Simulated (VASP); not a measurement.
Wanted: the native input for a VASP 6.6.1 run.

| Quantity | Value |
| --- | --- |
| Task | single point |
| Functional | revPBE |
| Potentials or basis | VASP PAW PBE potentials, release 64 (Ru_pv) |
| Cutoff | 520 eV |
| k mesh | 14 × 14 × 14 |
| Occupations | fermi-dirac, width 0.1 eV |
| Spin | no spin polarisation |
| Dipole correction | no |
| Further INCAR settings | ALGO = Normal; EDIFF = 1e-07; NBANDS = 13 |

The structure of Ru lies in POSCAR:

```
Ru
1.0
    2.6195291504      0.0000000000      0.0000000000
    0.0000000000      2.6195291504      0.0000000000
    0.0000000000      0.0000000000      2.6195291504
Ru
1
Direct
    0.0000000000      0.0000000000      0.0000000000
```

This isn't the form of Ru at room conditions, which is hcp.

One way to write it, as run:

INCAR

```
SYSTEM = Ru
PREC     = Accurate       ! precision mode
ENCUT    = 520            ! plane-wave cutoff, eV
EDIFF    = 1E-7           ! SCF threshold, eV
ISMEAR   = -1             ! smearing method
SIGMA    = 0.1            ! smearing width, eV
LREAL    = .False.        ! projectors in reciprocal space
LASPH    = .True.         ! aspherical terms in the spheres
NELM     = 60             ! most SCF steps
ALGO     = Normal         ! electronic algorithm
ISIF     = 2              ! what is computed and relaxed
LWAVE    = .False.        ! write WAVECAR
LCHARG   = .False.        ! write CHGCAR
GGA      = RE             ! functional
NBANDS   = 13             ! bands
```

KPOINTS

```
regular mesh
0
Gamma
  14 14 14
  0 0 0
```

Potentials or basis: VASP PAW PBE potentials, release 64 (Ru_pv).

The run is started by

```console
$ cat potpaw_PBE.64/Ru_pv/POTCAR > POTCAR
$ mpirun -np 1 vasp_std > vasp.out
```

Results of the run:

```yaml
Pressure: -17.9 GPa
Band_gap_on_the_k_mesh: zero (bands 7 and 8 overlap by 3.65 eV)
```

Caveat: the cell stands under tension; an empty level that is flat over the whole mesh can mark a ghost state of the potentials, or a narrow d or f band; the PAW data sets were made with another functional, which shifts forces and pressure a little.

It took 28 s on 1 thread of Intel Xeon 8259CL, on a shared host, peak memory 0.14 GiB.
